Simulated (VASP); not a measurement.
The system is B3P4Ir.

```
B P Ir
1.0
     4.75625    0.00000    0.00000
     0.00000    4.75625    0.00000
     0.00000    0.00000    4.75625
B P Ir
3 4 1
Direct
  0.00000 0.50000 0.50000
  0.50000 0.50000 0.00000
  0.50000 0.00000 0.50000
  0.26862 0.73138 0.73138
  0.73138 0.73138 0.26862
  0.73138 0.26862 0.73138
  0.26862 0.26862 0.26862
  0.00000 0.00000 0.00000
```

Base run:

| Quantity | Value |
| --- | --- |
| Program | VASP 6.6.1 |
| Functional | PBE |
| Potentials or basis | VASP PAW PBE potentials, release 64 (B, P, Ir_sv_GW) |
| Cutoff | 500 eV |
| k mesh | 4 × 4 × 4 |
| Occupations | gaussian, width 0.1 eV |
| Spin | no spin polarisation |

Its results: band gap on the k mesh zero (band 23 reaches 9.23 eV, above the bottom of band 24 at 7.91 eV); pressure -0.5 GPa; largest force 0.022 eV/Å.

The run is repeated on the same cell with these changes: potentials or basis from VASP PAW PBE potentials, release 64 (B, P, Ir_sv_GW) to VASP PAW PBE potentials, release 64 (B, P, Ir); cutoff from 500 eV to 520 eV; further incar settings from ALGO = Normal; EDIFF = 1e-06; NBANDS = 33 to ALGO = Normal; EDIFF = 1e-06; NBANDS = 29; valence electrons from 46 to 38. What comes out?

Band gap on the k mesh zero (band 19 reaches 8.89 eV, above the bottom of band 20 at 7.58 eV); pressure 0.2 GPa; largest force 0.091 eV/Å.

Caveats: spin-orbit coupling is left out, which moves the levels of the heavy elements.
